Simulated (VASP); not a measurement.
Write the native input for VASP 6.6.1 that does the following.

```yaml
Task: single point
Functional: PBE
Potentials_or_basis: VASP PAW PBE potentials, release 64 (W_sv)
Cutoff: 520 eV
k_mesh: 24 × 24 × 24
Occupations: fermi-dirac, width 0.0612256 eV
Spin: no spin polarisation
Dipole_correction: no
Further_INCAR_settings: ALGO = Normal; EDIFF = 1e-07; NBANDS = 13
```

The structure of W lies in POSCAR:

```
W
1.0
   -1.5922416948      1.5922416948      1.5922416948
    1.5922416948     -1.5922416948      1.5922416948
    1.5922416948      1.5922416948     -1.5922416948
W
1
Direct
    0.0000000000      0.0000000000      0.0000000000
```

These files were run (other wordings do the same):

INCAR

```
SYSTEM = W
ALGO = Normal
EDIFF = 1E-7
ENCUT = 520
GGA = PE
ISIF = 2
ISMEAR = -1
LASPH = .True.
LCHARG = .True.
LELF = .True.
LREAL = .False.
LVHAR = .True.
LWAVE = .False.
NBANDS = 13
NELM = 60
PREC = Accurate
SIGMA = 0.06122561905347299
```

KPOINTS

```
k-points
0
Gamma
  24 24 24
  0 0 0
```

Potentials or basis: VASP PAW PBE potentials, release 64 (W_sv).

Launch:

```console
$ cat potpaw_PBE.64/W_sv/POTCAR > POTCAR
$ mpirun -np 1 vasp_std > vasp.out
```

It gave:

* Pressure: 0.3 GPa
* Band gap on the k mesh: zero (bands 7 and 8 overlap by 6.23 eV)

Caveat: spin-orbit coupling is left out, which moves the levels of the heavy elements.

Wall time 71 s on 1 thread of Intel Xeon 8259CL, with other jobs on the host, peak memory 0.21 GiB.
